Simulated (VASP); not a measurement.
# MoH6 (Cm) in VASP: single point with PBE

Aim: the single point of MoH6 with PBE.

Everything below comes from runs of VASP 6.6.1. Logs are shortened: lines on timing, memory, paths and dates and some standing lists are left out, and cuts for length are marked.

**1. The cell of the first run**

It takes space group Cm (No. 8, monoclinic). The conventional cell has a = 4.437 Å, b = 4.401 Å, c = 5.800 Å, α = 90.00°, β = 103.46°, γ = 90.00°. H (site symmetry 1) has 2 Mo at 1.80 to 2.00 Å and 7 H at 1.88 to 2.28 Å within 2.4 Å. Within 2.1 Å of H (site symmetry m) lie 5 H at 1.57 to 2.03 Å and 1 Mo at 1.67 Å. H (site symmetry m) has 3 Mo at 1.69 to 2.28 Å and 9 H at 1.70 to 2.28 Å within 2.3 Å. Within 2.1 Å of H (site symmetry 1) lie 6 H at 1.57 to 2.07 Å and 2 Mo at 1.79 to 1.96 Å. Within 2.3 Å of Mo (site symmetry m) lie 12 H at 1.67 to 2.28 Å.

The cell was generated, and may not be a known phase.

**2. Single point, PBE**

The input, INCAR:

```
SYSTEM = MoH6
PREC = Accurate ; ENCUT = 520
EDIFF = 1E-6 ; ISMEAR = 0
SIGMA = 0.02 ; LREAL = .FALSE.
LASPH = .TRUE. ; NELM = 60
ALGO = Normal ; ISIF = 2
LWAVE = .FALSE. ; LCHARG = .TRUE.
GGA = PE ; LELF = .TRUE.
LVHAR = .TRUE. ; NBANDS = 19
```

The input, KPOINTS:

```
Automatic mesh
0
G
  12 12 8
  0 0 0
```

The input, POSCAR:

```
MoH6
1.0
    2.2186870773     -2.2006172852     -0.0011964338
    2.2186870773      2.2006172852     -0.0011964338
   -1.3473380666      0.0000000000      5.6415080321
H Mo
6 1
Direct
    0.8811943406      0.3795103048      0.7560371397
    0.3795103048      0.8811943406      0.7560371397
    0.9465615916      0.9465615916      0.2410630762
    0.5383188715      0.5383188715      0.9930304077
    0.4849492675      0.0641082416      0.1201341429
    0.0641082416      0.4849492675      0.1201341429
    0.8995493524      0.8995493524      0.9464992511
```

Potentials or basis: VASP PAW PBE potentials, release 64 (H, Mo_sv).

Command:

```sh
cat potpaw_PBE.64/H/POTCAR potpaw_PBE.64/Mo_sv/POTCAR > POTCAR
mpirun -np 1 vasp_std > vasp.out
```

OUTCAR:

```text
SYSTEM = MoH6
   PREC = Accurate
   ENCUT = 520
   EDIFF = 1E-6
   ISMEAR = 0
   LREAL = .FALSE.
   LASPH = .TRUE.
   NELM = 60
   ISIF = 2
   GGA = PE

 ion  position               nearest neighbor table
   1  0.881  0.380  0.756-   7 1.80   7 2.00
   2  0.380  0.881  0.756-   7 1.80   7 2.00
   3  0.947  0.947  0.241-   7 1.67
   4  0.538  0.538  0.993-   7 1.69
   5  0.485  0.064  0.120-   7 1.79   7 1.96
   6  0.064  0.485  0.120-   7 1.79   7 1.96
   7  0.900  0.900  0.946-   3 1.67   4 1.69   5 1.79   6 1.79   1 1.80   2 1.80   5 1.96   6 1.96
                             1 2.00   2 2.00

  LATTYP: Found a base centered monoclinic cell.
 ALAT       =     4.4373747998
 B/A-ratio  =     0.9918554932
 C/A-ratio  =     1.3071166793
 COS(beta)  =    -0.2328174621

  Lattice vectors:

 A1 = (   2.2186870773,  -2.2006172852,  -0.0011964338)
 A2 = (   2.2186870773,   2.2006172852,  -0.0011964338)
 A3 = (  -1.3473380666,   0.0000000000,   5.6415080321)

Analysis of symmetry for initial positions (statically):
=====================================================================
 Subroutine PRICEL returns:
 Original cell was already a primitive cell.

 Routine SETGRP: Setting up the symmetry group for a
 base centered monoclinic supercell.

 Subroutine GETGRP returns: Found  2 space group operations
 (whereof  2 operations were pure point group operations)
 out of a pool of  4 trial point group operations.

The static configuration has the point symmetry C_1h.

Analysis of symmetry for dynamics (positions and initial velocities):
=====================================================================
 Subroutine PRICEL returns:
 Original cell was already a primitive cell.

 Routine SETGRP: Setting up the symmetry group for a
 base centered monoclinic supercell.

 Subroutine GETGRP returns: Found  2 space group operations
 (whereof  2 operations were pure point group operations)
 out of a pool of  4 trial point group operations.

The dynamic configuration has the point symmetry C_1h.

 Subroutine INISYM returns: Found  2 space group operations
 (whereof  2 operations are pure point group operations),
 and found     1 'primitive' translations

----------------------------------------------------------------------------------------

                                     Primitive cell

  volume of cell :      55.0820

  direct lattice vectors                    reciprocal lattice vectors
     2.218687077 -2.200617285 -0.001196434     0.225387531 -0.227208976  0.053828373
     2.218687077  2.200617285 -0.001196434     0.225387531  0.227208976  0.053828373
    -1.347338067  0.000000000  5.641508032     0.000095599  0.000000000  0.177280401

  length of vectors
     3.124946434  3.124946434  5.800166613     0.324531896  0.324531896  0.177280426

  position of ions in fractional coordinates (direct lattice)
     0.881194341  0.379510305  0.756037140
     0.379510305  0.881194341  0.756037140
     0.946561592  0.946561592  0.241063076
     0.538318872  0.538318872  0.993030408
     0.484949267  0.064108242  0.120134143
     0.064108242  0.484949267  0.120134143
     0.899549352  0.899549352  0.946499251

  ion indices of the primitive-cell ions
   primitive index   ion index
                 1           1
                 2           2
                 3           3
                 4           4
                 5           5
                 6           6
                 7           7

----------------------------------------------------------------------------------------

 KPOINTS: Automatic mesh

Automatic generation of k-mesh.
 Grid dimensions read from file:
 generate k-points for:   12   12    8

 Generating k-lattice:

  Cartesian coordinates                     Fractional coordinates (reciprocal lattice)
     0.018782294 -0.018934081  0.004485698     0.083333333  0.000000000  0.000000000
     0.018782294  0.018934081  0.004485698     0.000000000  0.083333333  0.000000000
     0.000011950  0.000000000  0.022160050    -0.000000000 -0.000000000  0.125000000

  Length of vectors
     0.027044325  0.027044325  0.022160053

  Shift w.r.t. Gamma in fractional coordinates (k-lattice)
     0.000000000  0.000000000  0.000000000

 Subroutine IBZKPT returns following result:
 ===========================================

 Found    320 irreducible k-points:

 Following reciprocal coordinates:
            Coordinates               Weight
  0.000000  0.000000  0.000000      1.000000
  0.083333 -0.000000  0.000000      4.000000
  0.166667 -0.000000  0.000000      4.000000
  0.250000 -0.000000  0.000000      4.000000
  0.333333 -0.000000  0.000000      4.000000
  0.416667 -0.000000  0.000000      4.000000
[... 16 lines left out ...]
  0.500000  0.166667  0.000000      4.000000
 -0.416667  0.166667  0.000000      4.000000
 [... further k-points ...]
   k-points           NKPTS =    320   k-points in BZ     NKDIM =    320   number of bands    NBANDS=     19
   number of dos      NEDOS =    301   number of ions     NIONS =      7
   total plane-waves  NPLWV =  27648
   dimension x,y,z NGX =    24 NGY =   24 NGZ =   48
   dimension x,y,z NGXF=    48 NGYF=   48 NGZF=   96
   ions per type =               6   1
   NGX,Y,Z   is equivalent  to a cutoff of  12.77, 12.77, 13.76 a.u.
   NGXF,Y,Z  is equivalent  to a cutoff of  25.54, 25.54, 27.52 a.u.
 SYSTEM =  MoH6
   PREC   = accura    normal or accurate (medium, high low for compatibility)
   ISTART =      0    job   : 0-new  1-cont  2-samecut
   ICHARG =      2    charge: 1-file 2-atom 10-const
   ISPIN  =      1    spin polarized calculation?
   LNONCOLLINEAR =      F non collinear calculations
   LSORBIT =      F    spin-orbit coupling
   LASPH  =      T    aspherical Exc in radial PAW
   ENCUT  =  520.0 eV  38.22 Ry    6.18 a.u.   5.81  5.81 10.78*2*pi/ulx,y,z
   NELM   =     60;   NELMIN=  2; NELMDL= -5     # of ELM steps
   EDIFF  = 0.1E-05   stopping-criterion for ELM
   LREAL  =      F    real-space projection
   EDIFFG = 0.1E-04   stopping-criterion for IOM
   NSW    =      0    number of steps for IOM
   IBRION =     -1    ionic relax: 0-MD 1-quasi-New 2-CG
   NFREE  =      0    steps in history (QN), initial steepest desc. (CG)
   ISIF   =      2    stress and relaxation
   ISYM   =      2    0-nonsym 1-usesym 2-fastsym
   POTIM  = 0.5000    time-step for ionic-motion
   TEBEG  =    0.0;   TEEND  =   0.0 temperature during run
   PSTRESS=    0.0 pullay stress
   NELECT =      20.0000    total number of electrons
   NUPDOWN=      -1.0000    fix difference up-down
   EMIN   =  10.00;   EMAX   =-10.00  energy-range for DOS
   EFERMI =   0.00;   METHOD = LEGACY
   ISMEAR =     0;   SIGMA  =   0.02  broadening in eV -4-tet -1-fermi 0-gaus
   EFERMI_NEDOS =   21; number of points for ismear=-14 and -15
   IALGO  =     38    algorithm
   IMIX   =      4    mixing-type and parameters
     AMIX     =   0.40;   BMIX     =  1.00
     AMIX_MAG =   1.60;   BMIX_MAG =  1.00
  volume/ion in A,a.u.               =       7.87        53.10
  Fermi-wavevector in a.u.,A,eV,Ry     =   1.167925  2.207058 18.559004  1.364048
  Thomas-Fermi vector in A             =   2.304418
   LORBIT       =      0    0 simple, 1 ext, 2 COOP (PROOUT), +10 PAW based schemes
   GGA     = PE    functional components
   LHFCALC =     F    Hartree Fock is set to
   AEXX    =    0.0000 exact exchange contribution
   IVDW    =     0    specifies the selected vdW correction
   LEPSILON=     F    determine dielectric tensor
   LRPA    =     F    only Hartree local field effects (RPA)
 non-spin polarized calculation
 Gauss-broadening in eV      SIGMA  =   0.02
  energy-cutoff  :      520.00
  volume of cell :       55.08
 maximum number of plane-waves:      1508
   NGX = 11   NGY = 11   NGZ = 21

 number of electron      20.0000001 magnetization

 Free energy of the ion-electron system (eV)
  ---------------------------------------------------
  ext. energy  EPLUGINS =         0.00000000
  ---------------------------------------------------
  free energy    TOTEN  =       -29.74409652 eV

  energy without entropy =      -29.74409652  energy(sigma->0) =      -29.74409652

 E-fermi :   2.2912     XC(G=0):  -8.7371

 val. band max:        2.2126599726   @ k =  -0.0833   0.0833   0.0000
 cond. band min:       2.3723126091   @ k =  -0.1667   0.0833   0.5000
 fundamental gap:      0.1596526366
 Fermi energy:         2.2911616861

 k-point     1 :       0.0000    0.0000    0.0000
  band No.  band energies     occupation
      1     -58.8902      2.00000
      2     -33.1392      2.00000
      3     -32.9144      2.00000
      4     -32.7878      2.00000
      5      -8.0542      2.00000
      6      -3.3781      2.00000
[... 11 lines left out ...]
     18      13.9176      0.00000
     19      16.2142      0.00000

 k-point     2 :       0.0833   -0.0000    0.0000
  band No.  band energies     occupation
      1     -58.8885      2.00000
      2     -33.1363      2.00000
      3     -32.9264      2.00000
      4     -32.7971      2.00000
      5      -7.9299      2.00000
      6      -3.3565      2.00000
[... 11 lines left out ...]
     18      14.0283      0.00000
     19      16.1122      0.00000

 k-point     3 :       0.1667   -0.0000    0.0000
  band No.  band energies     occupation
      1     -58.8838      2.00000
      2     -33.1287      2.00000
      3     -32.9694      2.00000
      4     -32.8116      2.00000
      5      -7.5710      2.00000
      6      -3.3175      2.00000
[... 434 lines left out ...]
      1     -58.8582      2.00000
      2     -33.1981      2.00000
      3     -33.0809      2.00000
      4     -32.8901      2.00000
      5      -4.6014      2.00000
      6      -4.2549      2.00000
[... 11 lines left out ...]
     18      12.6854      0.00000
     19      12.9379      0.00000

 k-point    24 :      -0.4167    0.1667    0.0000
  band No.  band energies     occupation
      1     -58.8599      2.00000
      2     -33.1772      2.00000
      3     -33.0831      2.00000
      4     -32.8918      2.00000
      5      -5.1943      2.00000
      6      -3.7894      2.00000
[... 11 lines left out ...]
     18      12.7576      0.00000
     19      13.2130      0.00000

 [... further k-points ...]

------------------------ aborting loop because EDIFF is reached ----------------------------------------

  FORCE on cell =-STRESS in cart. coord.  units (eV):
  Direction    XX          YY          ZZ          XY          YZ          ZX
  --------------------------------------------------------------------------------------
  -------------------------------------------------------------------------------------
  Total       -0.0098053     -0.0112319     -0.0171329      0.0000000      0.0000000     -0.0092913
  in kB       -0.2852088     -0.3267044     -0.4983457      0.0000000      0.0000000     -0.2702579
  external PRESSURE =      -0.3700863 kB  Pullay stress =       0.0000000 kB

 VOLUME and BASIS-vectors are now :
 -----------------------------------------------------------------------------
  energy-cutoff  :      520.00
  volume of cell :       55.08
      direct lattice vectors                 reciprocal lattice vectors
     2.218687077 -2.200617285 -0.001196434     0.225387531 -0.227208976  0.053828373
     2.218687077  2.200617285 -0.001196434     0.225387531  0.227208976  0.053828373
    -1.347338067  0.000000000  5.641508032     0.000095599  0.000000000  0.177280401

 POSITION                                       TOTAL-FORCE (eV/Angst)
 -----------------------------------------------------------------------------------
      1.77847     -1.10401      4.26368         0.001277      0.000365     -0.004491
      1.77847      1.10401      4.26368         0.001277     -0.000365     -0.004491
      3.87545      0.00000      1.35769        -0.004599      0.000000      0.011535
      1.05077      0.00000      5.60090        -0.012077      0.000000      0.004883
      1.05633     -0.92611      0.67708         0.001446     -0.000156      0.006349
      1.05633      0.92611      0.67708         0.001446      0.000156      0.006349
      2.71638      0.00000      5.33753         0.011231      0.000000     -0.020135
 -----------------------------------------------------------------------------------
    total drift:                               -0.000245      0.000000      0.000132

  FREE ENERGIE OF THE ION-ELECTRON SYSTEM (eV)
  ---------------------------------------------------
  free  energy   TOTEN  =       -29.7440965161 eV

  energy  without entropy=      -29.7440965161  energy(sigma->0) =      -29.74409652
```

Run time: 1.7 min. Hardware: 1 thread of Intel Xeon 6975P-C (Granite Rapids), shared host; peak memory 0.4 GiB.

What came out:

| Item | Value |
| --- | --- |
| Free energy | -29.7441 eV |
| Pressure | 0.0 GPa |
| Largest force | 0.023 eV/Å |
| Band gap on the k mesh | 0.16 eV (least direct gap 0.32 eV) |

Forces in eV/Å, atoms in the order of the input:
```
H    0.001  0.000 -0.004
H    0.001  0.000 -0.004
H   -0.005  0.000  0.012
H   -0.012  0.000  0.005
H    0.001  0.000  0.006
H    0.001  0.000  0.006
Mo   0.011  0.000 -0.020
```
